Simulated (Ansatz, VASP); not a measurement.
## One calculation of Be, two programs

The input INCAR:

```
SYSTEM = Be
PREC = Accurate ; ENCUT = 600
EDIFF = 1E-6 ; ISMEAR = 0
SIGMA = 0.05 ; LREAL = .FALSE.
LASPH = .TRUE. ; NELM = 120
ALGO = Normal ; ISIF = 2
LWAVE = .FALSE. ; LCHARG = .FALSE.
GGA = PE ; NBANDS = 7
GGA_COMPAT = .FALSE.
```

File KPOINTS:

```
regular mesh
0
G
  22 22 22
  0 0 0
```

POSCAR

```
Be
1.0
   -1.2531209500      1.2531209500      1.2531209500
    1.2531209500     -1.2531209500      1.2531209500
    1.2531209500      1.2531209500     -1.2531209500
Be
1
Direct
    0.0000000000      0.0000000000      0.0000000000
```

Input for Ansatz:

```yaml
crystal:
  lattice:
    - [-1.25312095, 1.25312095, 1.25312095]
    - [1.25312095, -1.25312095, 1.25312095]
    - [1.25312095, 1.25312095, -1.25312095]
  atoms:
    - { symbol: Be, position: [0.0, 0.0, 0.0] }
basis:
  ecutwfc: 420
kpoints:
  mp_grid: { grid: [22, 22, 22] }
hamiltonian:
  xc: pbe
scf:
  occupations: { method: gaussian, width: 0.05 }
output:
  forces: true
  eigenvalues: true
  eigenstates:
    nscf_kmesh: { grid: [34, 34, 34] }
    top_band: c6
    de_dk: true
    localisation: false
  stress: true
checkpoint:
  write: ck
  compress: false
  write_wavefunctions: false
  write_every: 100000
```

Alike in both runs: task single point; functional PBE; k mesh 22 × 22 × 22; occupations gaussian, width 0.05 eV; no spin polarisation.

|  | VASP | Ansatz |
| --- | --- | --- |
| version | VASP 6.6.1 | Ansatz 0.2.0 |
| potentials or method | VASP PAW PBE potentials, release 64 (Be), cutoff 600 eV | scalar-relativistic, plane waves, PAW |
| valence electrons in the cell | 2 | 2 |

VASP gave:

```
pressure (GPa) : -0.7
```

What did Ansatz give for the same quantities?

Pressure (GPa): -0.8.
